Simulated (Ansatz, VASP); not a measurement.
# Two plane-wave programs on P

```
P
1.0
     3.28373    0.00000    0.00000
     0.00000   34.85703    0.00000
     0.00000    0.00000    4.63208
P
4
Direct
  0.00000 0.96712 0.58159
  0.00000 0.03288 0.41841
  0.50000 0.03288 0.08159
  0.50000 0.96712 0.91841
```

Change from the starting cell: mode 7 (349.0 1/cm) frozen in, largest displacement +0.120 Å.

Alike in both runs: task single point; functional PBEsol; k mesh 8 × 1 × 6; occupations gaussian, width 0.05 eV; no spin polarisation.

|  | VASP | Ansatz |
| --- | --- | --- |
| version | VASP 6.6.1 | Ansatz 0.2.0 |
| potentials or method | VASP PAW PBE potentials, release 64 (P), cutoff 520 eV | scalar-relativistic, plane waves, PAW |
| valence electrons in the cell | 20 | 20 |

```csv
,VASP,Ansatz,Ansatz less VASP
gap on the k mesh at the Fermi level (eV),0.26,0.24,-0.014
least direct gap on the mesh (eV),0.26,0.24,-0.014
rms of the force components (eV/Å),0.722,0.712,-0.0109
```

VASP's potentials were made for PBE, not for PBEsol. Atom by atom the forces differ by 0.012 eV/Å (rms over components).
